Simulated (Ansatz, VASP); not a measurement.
**Zr in VASP and in Ansatz**

```xyz
2
Lattice="3.2320 0.0000 0.0000 -1.6160 2.7990 0.0000 0.0000 0.0000 5.1470" Properties=species:S:1:pos:R:3 pbc="T T T"
Zr    1.6160    0.9330    3.8603
Zr    0.0000    1.8660    1.2868
```

Alike in both runs: functional revPBE; k mesh 9 × 9 × 5; occupations fermi-dirac, width 0.05 eV; no spin polarisation.

|  | VASP | Ansatz |
| --- | --- | --- |
| version | VASP 6.6.1 | Ansatz 0.2.0 |
| potentials or method | VASP PAW PBE potentials, release 64 (Zr_sv), cutoff 520 eV | all-electron LAPW, scalar-relativistic |
| task | single point | band structure |

|  | VASP | Ansatz | Ansatz less VASP |
| --- | --- | --- | --- |
| gap on the k mesh at the Fermi level (eV) | none | none | - |
| pressure (GPa) | 2.1 | 2.1 | +0.03 |
| traceless stress, the component that is largest in VASP (GPa) | 0.58 | 0.58 | +0.003 |

VASP's potentials were made for PBE, not for revPBE. A gap of «none» marks a metal or a gap that the smearing closes. Ansatz ran all-electron here, and VASP with PAW potentials.
